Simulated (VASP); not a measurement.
NiSb:

```
Ni Sb
1.0
     0.00000    2.80264    2.80264
     2.80264    0.00000    2.80264
     2.80264    2.80264    0.00000
Ni Sb
1 1
Direct
  0.00000 0.00000 0.00000
  0.25000 0.25000 0.25000
```

```yaml
Program: VASP 6.6.1
Task: relaxation of cell and atoms
Functional: PBE
Potentials_or_basis: VASP PAW PBE potentials, release 64 (Ni, Sb)
Cutoff: 600 eV
k_mesh: 14 × 14 × 14
Occupations: gaussian, width 0.1 eV
Spin: no spin polarisation
```

At the start: pressure 4.5 GPa; volume 22.01 Å³/atom.

Task: How do energy, volume and symmetry change on relaxing?

Result: Over 3 steps the energy falls by 16.5 meV/atom and the volume is 23.25 Å³/atom (+5.6 %); space group F-43m (No. 216, to 0.1 Å) before and after.

The path:
```csv
step,energy change (eV),largest force (eV/Å),pressure (GPa),volume (Å³)
1,0.0000,0.0000,4.47,44.03
2,-0.0217,0.0000,-2.09,48.06
3,-0.0330,0.0000,-0.01,46.50
```

Final structure:
```yaml
crystal:
  lattice:
    - [0.00000, 2.85404, 2.85404]
    - [2.85404, 0.00000, 2.85404]
    - [2.85404, 2.85404, 0.00000]
  atoms:
    - { symbol: Ni, position: [0.00000, 0.00000, 0.00000] }
    - { symbol: Sb, position: [0.25000, 0.25000, 0.25000] }
```
